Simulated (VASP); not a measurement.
Input of a VASP 6.6.1 run:

File INCAR:

```
PREC = Accurate
ENCUT = 520
EDIFF = 1E-6
ISMEAR = 0
SIGMA = 0.1
LREAL = F
LASPH = T
NELM = 80
ALGO = Fast
ISIF = 2
LWAVE = F
LCHARG = F
GGA = PE
NBANDS = 28
```

Contents of KPOINTS:

```
regular mesh
0
Gamma
  6 6 36
```

File POSCAR:

```
W
1.0
    7.7358807789      0.0000000000     -0.0000000402
   -3.8679403894      6.6994692751      0.0000000201
   -2.5786269311      0.0000000000      0.9249654047
W
3
Direct
    0.3333333333      0.6666666667      0.0000000000
    0.0000000000      0.0000000000      0.0000000000
    0.6666666667      0.3333333333      0.0000000000
```

Potentials or basis: VASP PAW PBE potentials, release 64 (W_sv).

The run is started by

```console
$ cat potpaw_PBE.64/W_sv/POTCAR > POTCAR
$ mpirun -np 1 vasp_std > vasp.out
```

Task: Predict the pressure.

Result: 3.6 GPa.

Task: What does it give for the band gap on the k mesh?

Result: Zero (bands 21 and 22 overlap by 3.09 eV).

Stress tensor (GPa, compression positive):
```
5.13 0.00 0.00
0.00 5.13 0.00
0.00 0.00 0.45
```

Caveat: the cell stands under pressure; spin-orbit coupling is left out, which moves the levels of the heavy elements.
